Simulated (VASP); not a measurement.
Crystal: LiF.

```xyz
2
Lattice="0.0000 2.0335 2.0335 2.0335 0.0000 2.0335 2.0335 2.0335 0.0000" Properties=species:S:1:pos:R:3 pbc="T T T"
Li    0.0000    0.0000    0.0000
F     2.0335    2.0335    2.0335
```

* Program: VASP 6.6.1
* Task: relaxation of cell and atoms
* Functional: LDA
* Potentials or basis: VASP PAW LDA potentials, release 64 (Li_sv, F)
* Cutoff: 600 eV
* k mesh: 10 × 10 × 10
* Occupations: fermi-dirac, width 0.02 eV
* Spin: no spin polarisation

At the start: pressure -8.6 GPa; volume 8.41 Å³/atom.

**Question.** How do energy, volume and symmetry change on relaxing?

**Answer.** Over 4 steps the energy falls by 30.6 meV/atom and the volume is 7.39 Å³/atom (-12.1 %); space group Fm-3m (No. 225, to 0.1 Å) before and after.

The path:
| step | energy change (eV) | largest force (eV/Å) | pressure (GPa) | volume (Å³) |
| --- | --- | --- | --- | --- |
| 1 | 0.0000 | 0.0000 | -8.60 | 16.82 |
| 2 | -0.0459 | 0.0000 | -4.84 | 15.74 |
| 3 | -0.0610 | 0.0000 | -0.57 | 14.89 |
| 4 | -0.0612 | 0.0000 | 0.05 | 14.78 |

Final structure:
```
CELL_PARAMETERS angstrom
0.00000 1.94785 1.94785
1.94785 0.00000 1.94785
1.94785 1.94785 0.00000
ATOMIC_POSITIONS crystal
Li 0.00000 0.00000 0.00000
F 0.50000 0.50000 0.50000
```

Caveat: the cutoff is under 1.25 times the usual one of these potentials, so pressure, stress and relaxed cells hold a basis-set (Pulay) error.
